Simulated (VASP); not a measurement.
# AlN (zincblende type) (F-43m) in VASP: further runs

Runs on AlN (zincblende type). Level: PBE. Tasks: single point.

Program: VASP 6.6.1. These are calculated values, not measurements. Logs are shortened: lines on timing, memory, paths and dates and some standing lists are left out, and cuts for length are marked.

## (1) The cell of the first run

It takes space group F-43m (No. 216, cubic). The conventional cell has a = 4.140 Å, b = 4.140 Å, c = 4.140 Å, α = 90.00°, β = 90.00°, γ = 90.00°. Al (site symmetry -43m) has 4 N at 1.79 Å within 2.4 Å. N (site symmetry -43m) has 4 Al at 1.79 Å within 2.4 Å.

## (2) Single point, PBE

INCAR reads:

```
ALGO = Normal ; EDIFF = 1E-6
ENCUT = 520 ; GGA = PE
ISIF = 2 ; ISMEAR = -1
LASPH = T ; LCHARG = T
LELF = T ; LREAL = F
LVHAR = T ; LWAVE = F
NBANDS = 11 ; NELM = 80
PREC = Accurate ; SIGMA = 0.1
```

KPOINTS reads:

```
k-points
0
Gamma
  16 16 16
```

POSCAR reads:

```
AlN
1.0
    0.0000000000      2.0697843623      2.0697843623
    2.0697843623      0.0000000000      2.0697843623
    2.0697843623      2.0697843623      0.0000000000
Al N
1 1
Direct
    0.0000000000      0.0000000000      0.0000000000
    0.2500000000      0.2500000000      0.2500000000
```

Potentials or basis: VASP PAW PBE potentials, release 64 (Al, N).

On the command line:

```sh
$ cat potpaw_PBE.64/Al/POTCAR potpaw_PBE.64/N/POTCAR > POTCAR
$ mpirun -np 1 vasp_std > vasp.out
```

OUTCAR:

```text
EDIFF = 1E-6
   ENCUT = 520
   GGA = PE
   ISIF = 2
   ISMEAR = -1
   LASPH = T
   LREAL = F
   NELM = 80
   PREC = Accurate

 ion  position               nearest neighbor table
   1  0.000  0.000  0.000-   2 1.79   2 1.79   2 1.79   2 1.79
   2  0.250  0.250  0.250-   1 1.79   1 1.79   1 1.79   1 1.79

  LATTYP: Found a face centered cubic cell.
 ALAT       =     4.1395687246

  Lattice vectors:

 A1 = (   0.0000000000,   2.0697843623,   2.0697843623)
 A2 = (   2.0697843623,   0.0000000000,   2.0697843623)
 A3 = (   2.0697843623,   2.0697843623,   0.0000000000)

Analysis of symmetry for initial positions (statically):
=====================================================================
 Subroutine PRICEL returns:
 Original cell was already a primitive cell.

 Routine SETGRP: Setting up the symmetry group for a
 face centered cubic supercell.

 Subroutine GETGRP returns: Found 24 space group operations
 (whereof 24 operations were pure point group operations)
 out of a pool of 48 trial point group operations.

The static configuration has the point symmetry T_d .

Analysis of symmetry for dynamics (positions and initial velocities):
=====================================================================
 Subroutine PRICEL returns:
 Original cell was already a primitive cell.

 Routine SETGRP: Setting up the symmetry group for a
 face centered cubic supercell.

 Subroutine GETGRP returns: Found 24 space group operations
 (whereof 24 operations were pure point group operations)
 out of a pool of 48 trial point group operations.

The dynamic configuration has the point symmetry T_d .

 Subroutine INISYM returns: Found 24 space group operations
 (whereof 24 operations are pure point group operations),
 and found     1 'primitive' translations

----------------------------------------------------------------------------------------

                                     Primitive cell

  volume of cell :      17.7339

  direct lattice vectors                    reciprocal lattice vectors
     0.000000000  2.069784362  2.069784362    -0.241571059  0.241571059  0.241571059
     2.069784362  0.000000000  2.069784362     0.241571059 -0.241571059  0.241571059
     2.069784362  2.069784362  0.000000000     0.241571059  0.241571059 -0.241571059

  length of vectors
     2.927117116  2.927117116  2.927117116     0.418413348  0.418413348  0.418413348

  position of ions in fractional coordinates (direct lattice)
     0.000000000  0.000000000  0.000000000
     0.250000000  0.250000000  0.250000000

  ion indices of the primitive-cell ions
   primitive index   ion index
                 1           1
                 2           2

----------------------------------------------------------------------------------------

 KPOINTS: k-points

Automatic generation of k-mesh.
 Grid dimensions read from file:
 generate k-points for:   16   16   16

 Generating k-lattice:

  Cartesian coordinates                     Fractional coordinates (reciprocal lattice)
    -0.015098191  0.015098191  0.015098191     0.062500000  0.000000000  0.000000000
     0.015098191 -0.015098191  0.015098191     0.000000000  0.062500000  0.000000000
     0.015098191  0.015098191 -0.015098191     0.000000000  0.000000000  0.062500000

  Length of vectors
     0.026150834  0.026150834  0.026150834

  Shift w.r.t. Gamma in fractional coordinates (k-lattice)
     0.000000000  0.000000000  0.000000000

 Subroutine IBZKPT returns following result:
 ===========================================

 Found    145 irreducible k-points:

 Following reciprocal coordinates:
            Coordinates               Weight
  0.000000  0.000000  0.000000      1.000000
  0.062500  0.000000  0.000000      8.000000
  0.125000  0.000000  0.000000      8.000000
  0.187500  0.000000  0.000000      8.000000
  0.250000  0.000000  0.000000      8.000000
  0.312500  0.000000  0.000000      8.000000
[... 16 lines left out ...]
 -0.125000  0.062500  0.000000     24.000000
 -0.062500  0.062500  0.000000     12.000000
 [... further k-points ...]
   k-points           NKPTS =    145   k-points in BZ     NKDIM =    145   number of bands    NBANDS=     11
   number of dos      NEDOS =    301   number of ions     NIONS =      2
   total plane-waves  NPLWV =  13824
   dimension x,y,z NGX =    24 NGY =   24 NGZ =   24
   dimension x,y,z NGXF=    48 NGYF=   48 NGZF=   48
   ions per type =               1   1
   NGX,Y,Z   is equivalent  to a cutoff of  13.63, 13.63, 13.63 a.u.
   NGXF,Y,Z  is equivalent  to a cutoff of  27.26, 27.26, 27.26 a.u.
 SYSTEM =  unknown system
   PREC   = accura    normal or accurate (medium, high low for compatibility)
   ISTART =      0    job   : 0-new  1-cont  2-samecut
   ICHARG =      2    charge: 1-file 2-atom 10-const
   ISPIN  =      1    spin polarized calculation?
   LNONCOLLINEAR =      F non collinear calculations
   LSORBIT =      F    spin-orbit coupling
   LASPH  =      T    aspherical Exc in radial PAW
   ENCUT  =  520.0 eV  38.22 Ry    6.18 a.u.   5.44  5.44  5.44*2*pi/ulx,y,z
   NELM   =     80;   NELMIN=  2; NELMDL= -5     # of ELM steps
   EDIFF  = 0.1E-05   stopping-criterion for ELM
   LREAL  =      F    real-space projection
   EDIFFG = 0.1E-04   stopping-criterion for IOM
   NSW    =      0    number of steps for IOM
   IBRION =     -1    ionic relax: 0-MD 1-quasi-New 2-CG
   NFREE  =      0    steps in history (QN), initial steepest desc. (CG)
   ISIF   =      2    stress and relaxation
   ISYM   =      2    0-nonsym 1-usesym 2-fastsym
   POTIM  = 0.5000    time-step for ionic-motion
   TEBEG  =    0.0;   TEEND  =   0.0 temperature during run
   PSTRESS=    0.0 pullay stress
   NELECT =       8.0000    total number of electrons
   NUPDOWN=      -1.0000    fix difference up-down
   EMIN   =  10.00;   EMAX   =-10.00  energy-range for DOS
   EFERMI =   0.00;   METHOD = LEGACY
   ISMEAR =    -1;   SIGMA  =   0.10  broadening in eV -4-tet -1-fermi 0-gaus
   EFERMI_NEDOS =   21; number of points for ismear=-14 and -15
   IALGO  =     38    algorithm
   IMIX   =      4    mixing-type and parameters
     AMIX     =   0.40;   BMIX     =  1.00
     AMIX_MAG =   1.60;   BMIX_MAG =  1.00
  volume/ion in A,a.u.               =       8.87        59.84
  Fermi-wavevector in a.u.,A,eV,Ry     =   1.255557  2.372658 21.448538  1.576423
  Thomas-Fermi vector in A             =   2.389308
   LORBIT       =      0    0 simple, 1 ext, 2 COOP (PROOUT), +10 PAW based schemes
   GGA     = PE    functional components
   LHFCALC =     F    Hartree Fock is set to
   AEXX    =    0.0000 exact exchange contribution
   IVDW    =     0    specifies the selected vdW correction
   LEPSILON=     F    determine dielectric tensor
   LRPA    =     F    only Hartree local field effects (RPA)
 non-spin polarized calculation
  energy-cutoff  :      520.00
  volume of cell :       17.73
 maximum number of plane-waves:       531
 NGX is ok and might be reduce to    24
   NGX = 11   NGY = 11   NGZ = 11

 number of electron       8.0000002 magnetization

 Free energy of the ion-electron system (eV)
  ---------------------------------------------------
  ext. energy  EPLUGINS =         0.00000000
  ---------------------------------------------------
  free energy    TOTEN  =       -14.35488879 eV

  energy without entropy =      -14.35488879  energy(sigma->0) =      -14.35488879

 E-fermi :   9.4547     XC(G=0): -11.6573

 val. band max:        7.5996388288   @ k =  -0.0625   0.0625   0.0000
 cond. band min:      10.9787221286   @ k =   0.5000   0.5000   0.0000
 fundamental gap:      3.3790832998
 Fermi energy:         9.4547152346

 k-point     1 :       0.0000    0.0000    0.0000
  band No.  band energies     occupation
      1      -8.3767      2.00000
      2       7.5956      2.00000
      3       7.5956      2.00000
      4       7.5956      2.00000
      5      13.2995      0.00000
      6      21.8396      0.00000
      7      21.8396      0.00000
      8      21.8396      0.00000
      9      26.6209      0.00000
     10      26.6209      0.00000
     11      28.3822      0.00000

 k-point     2 :       0.0625    0.0000    0.0000
  band No.  band energies     occupation
      1      -8.3073      2.00000
      2       7.2497      2.00000
      3       7.5746      2.00000
      4       7.5746      2.00000
      5      13.5681      0.00000
      6      21.6723      0.00000
      7      21.9128      0.00000
      8      21.9128      0.00000
      9      25.8408      0.00000
     10      25.8408      0.00000
     11      27.9451      0.00000

 k-point     3 :       0.1250    0.0000    0.0000
  band No.  band energies     occupation
      1      -8.1034      2.00000
      2       6.3838      2.00000
      3       7.5159      2.00000
      4       7.5159      2.00000
      5      14.1945      0.00000
      6      21.2399      0.00000
      7      22.0213      0.00000
      8      22.0213      0.00000
      9      24.9441      0.00000
     10      24.9441      0.00000
     11      27.2624      0.00000

 k-point     4 :       0.1875    0.0000    0.0000
  band No.  band energies     occupation
      1      -7.7755      2.00000
      2       5.2688      2.00000
      3       7.4311      2.00000
      4       7.4311      2.00000
      5      14.8952      0.00000
      6      20.6790      0.00000
      7      21.8273      0.00000
      8      21.8273      0.00000
      9      24.7562      0.00000
     10      24.7562      0.00000
     11      26.7844      0.00000
[... 239 lines left out ...]
 k-point    22 :      -0.1875    0.0625    0.0000
  band No.  band energies     occupation
      1      -7.5852      2.00000
      2       4.8461      2.00000
      3       7.0870      2.00000
      4       7.5080      2.00000
      5      15.2375      0.00000
      6      20.4327      0.00000
      7      21.4017      0.00000
      8      21.7014      0.00000
      9      23.9046      0.00000
     10      25.7930      0.00000
     11      27.5248      0.00000

 k-point    23 :      -0.1250    0.0625    0.0000
  band No.  band energies     occupation
      1      -7.9480      2.00000
      2       5.9381      2.00000
      3       7.2350      2.00000
      4       7.5755      2.00000
      5      14.5825      0.00000
      6      21.0198      0.00000
      7      21.7878      0.00000
      8      22.1356      0.00000
      9      23.7364      0.00000
     10      25.4078      0.00000
     11      28.0250      0.00000

 k-point    24 :      -0.0625    0.0625    0.0000
  band No.  band energies     occupation
      1      -8.1934      2.00000
      2       6.8114      2.00000
      3       7.4075      2.00000
      4       7.5996      2.00000
      5      13.9480      0.00000
      6      21.4339      0.00000
      7      21.9651      0.00000
      8      22.0253      0.00000
      9      24.5884      0.00000
     10      25.6678      0.00000
     11      28.6352      0.00000

 [... further k-points ...]
[... 5 lines left out ...]
  --------------------------------------------------------------------------------------
  -------------------------------------------------------------------------------------
  Total        5.6469140      5.6469140      5.6469140      0.0000000      0.0000000     -0.0000000
  in kB      510.1718118    510.1718118    510.1718118      0.0000000      0.0000000     -0.0000000
  external PRESSURE =     510.1718118 kB  Pullay stress =       0.0000000 kB

 VOLUME and BASIS-vectors are now :
 -----------------------------------------------------------------------------
  energy-cutoff  :      520.00
  volume of cell :       17.73
      direct lattice vectors                 reciprocal lattice vectors
     0.000000000  2.069784362  2.069784362    -0.241571059  0.241571059  0.241571059
     2.069784362  0.000000000  2.069784362     0.241571059 -0.241571059  0.241571059
     2.069784362  2.069784362  0.000000000     0.241571059  0.241571059 -0.241571059

 POSITION                                       TOTAL-FORCE (eV/Angst)
 -----------------------------------------------------------------------------------
      0.00000      0.00000      0.00000         0.000000      0.000000      0.000000
      1.03489      1.03489      1.03489        -0.000000     -0.000000     -0.000000
 -----------------------------------------------------------------------------------
    total drift:                                0.000000      0.000000      0.000000

  FREE ENERGIE OF THE ION-ELECTRON SYSTEM (eV)
  ---------------------------------------------------
  free  energy   TOTEN  =       -14.3548887899 eV

  energy  without entropy=      -14.3548887875  energy(sigma->0) =      -14.35488879
```

It took 31 s on 1 thread of Intel Xeon 8259CL, shared host; peak memory 0.15 GiB.

Results:

* Free energy: -14.3549 eV
* Pressure: 51.0 GPa
* Band gap on the k mesh: 3.38 eV, indirect (least direct gap 5.32 eV)

A k mesh can miss the band edges.

## (3) Single point, PBE

INCAR reads:

```
ALGO = Normal
EDIFF = 1E-6
ENCUT = 520
GGA = PE
ISIF = 2
ISMEAR = -1
LASPH = T
LCHARG = F
LREAL = F
LWAVE = F
NBANDS = 11
NELM = 80
PREC = Accurate
SIGMA = 0.1
```

KPOINTS is that of step 2.

POSCAR reads:

```
AlN
1.0
    0.0000000000      2.0696259528      2.0696259528
    2.0696259528      0.0000000000      2.0696259528
    2.0696259528      2.0696259528      0.0000000000
Al N
1 1
Direct
    0.0000000000      0.0000000000      0.0000000000
    0.2500000000      0.2500000000      0.2500000000
```

Potentials or basis: VASP PAW PBE potentials, release 64 (Al, N).

On the command line:

```sh
$ cat potpaw_PBE.64/Al/POTCAR potpaw_PBE.64/N/POTCAR > POTCAR
$ mpirun -np 1 vasp_std > vasp.out
```

Wall time 33 s (1 thread of Intel Xeon 8259CL, shared host); peak memory 0.15 GiB.

The run converged. Its results:

| Quantity | Value |
| --- | --- |
| Free energy | -14.3536 eV |
| Pressure | 51.1 GPa |
| Band gap on the k mesh | 3.38 eV, indirect (least direct gap 5.32 eV) |

Levels at points of the mesh, in eV from the valence-band top:
```csv
k point,band 1,band 2,band 3,band 4,band 5,band 6,band 7,band 8
"(0.00, 0.00, 0.00)",-15.98,0.00,0.00,0.00,5.70,14.24,14.24,14.24
"(0.50, 0.00, 0.00)",-13.41,-6.57,-0.49,-0.49,8.90,11.00,12.19,12.19
"(0.50, 0.50, 0.00)",-12.61,-5.44,-1.94,-1.94,3.38,9.60,16.36,17.83
```
